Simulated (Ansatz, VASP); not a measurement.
## Two plane-wave programs on Al2InAs3

```
Al In As
1.0
     3.92589    0.00000    0.00000
    -1.96295    3.39992    0.00000
     0.00000    0.00000    9.61643
Al In As
2 1 3
Direct
  0.33333 0.66667 0.66667
  0.66667 0.33333 0.33333
  0.00000 0.00000 0.00000
  0.00000 0.00000 0.75000
  0.33333 0.66667 0.41667
  0.66667 0.33333 0.08333
```

Alike in both runs: task single point; functional PBE; k mesh 6 × 6 × 2; occupations gaussian, width 0.1 eV; no spin polarisation.

|  | VASP | Ansatz |
| --- | --- | --- |
| version | VASP 6.6.1 | Ansatz 0.2.0 |
| potentials or method | VASP PAW PBE potentials, release 64 (Al, In_d, As), cutoff 520 eV | scalar-relativistic, plane waves, PAW |
| valence electrons in the cell | 34 | 64 |

```tsv
	VASP	Ansatz	Ansatz less VASP
gap on the k mesh at the Fermi level (eV)	1.08	1.09	+0.012
least direct gap on the mesh (eV)	1.89	1.89	-0.009
pressure (GPa)	16.5	16.3	-0.23
traceless stress, the component that is largest in VASP (GPa)	-0.26	-0.26	-0.001
rms of the force components (eV/Å)	0.675	0.675	+0.0007
```

Atom by atom the forces differ by 0.001 eV/Å (rms over components). The functional is the same, so the differences come from potentials, cutoffs and numerics. VASP's potentials hold 34 valence electrons a cell and Ansatz's 64, so a difference there can come from the potentials and not from the codes.
